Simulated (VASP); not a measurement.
C: single point with RPBE

The system is C.

```
C
1.0
     0.00000    1.55243    1.55243
     1.55243    0.00000    1.55243
     1.55243    1.55243    0.00000
C
1
Cartesian
  0.0000 0.0000 0.0000
```

* Program: VASP 6.6.1
* Task: single point
* Functional: RPBE
* Potentials or basis: VASP PAW PBE potentials, release 64 (C)
* Cutoff: 520 eV
* k mesh: 19 × 19 × 19
* Occupations: fermi-dirac, width 0.1 eV
* Spin: no spin polarisation
* Dipole correction: no
* Further INCAR settings: ALGO = Normal; EDIFF = 1e-06; NBANDS = 8

```yaml
Pressure: -0.2 GPa
Band_gap_on_the_k_mesh: zero (band 2 reaches 15.24 eV, above the bottom of band 3 at 4.30 eV)
```

Levels at points of the mesh, in eV from the Fermi level:
```csv
k point,band 1,band 2,band 3,band 4,band 5,band 6
"(0.00, 0.00, 0.00)",-18.52,7.84,7.84,7.84,29.61,29.61
```

It took 3 s on 1 thread of Intel(R) Xeon(R) 6975P-C (Granite Rapids), with other jobs on the host, peak memory 0.11 GiB.

Caveat: the PAW data sets were made with another functional, which shifts forces and pressure a little.
